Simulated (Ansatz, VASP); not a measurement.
**Two plane-wave programs on ScRe3**

```
Sc Re
1.0
    -1.93101    1.93101    4.29827
     1.93101   -1.93101    4.29827
     1.93101    1.93101   -4.29827
Sc Re
1 3
Direct
  0.00000 0.00000 0.00000
  0.50000 0.50000 0.00000
  0.25000 0.75000 0.50000
  0.75000 0.25000 0.50000
```

Alike in both runs: functional PBE; k mesh 6 × 6 × 6; occupations gaussian, width 0.1 eV; no spin polarisation.

Ansatz relaxed the structure, and its values are those at the end. VASP's run is a single point on that final structure, the one shown.

|  | VASP | Ansatz |
| --- | --- | --- |
| version | VASP 6.6.1 | Ansatz 0.2.0 |
| potentials or method | VASP PAW PBE potentials, release 64 (Sc_sv, Re), cutoff 520 eV | scalar-relativistic, plane waves, PAW |
| valence electrons in the cell | 32 | 56 |

|  | VASP | Ansatz | Ansatz less VASP |
| --- | --- | --- | --- |
| gap on the k mesh at the Fermi level (eV) | none | none | - |
| pressure (GPa) | -0.2 | 0.0 | +0.18 |

A gap of «none» marks a metal or a gap that the smearing closes. VASP's potentials hold 32 valence electrons a cell and Ansatz's 56, so a difference there can come from the potentials and not from the codes.

The k mesh is coarse, so the values compare programs but aren't converged. Neither program's run includes spin-orbit coupling.
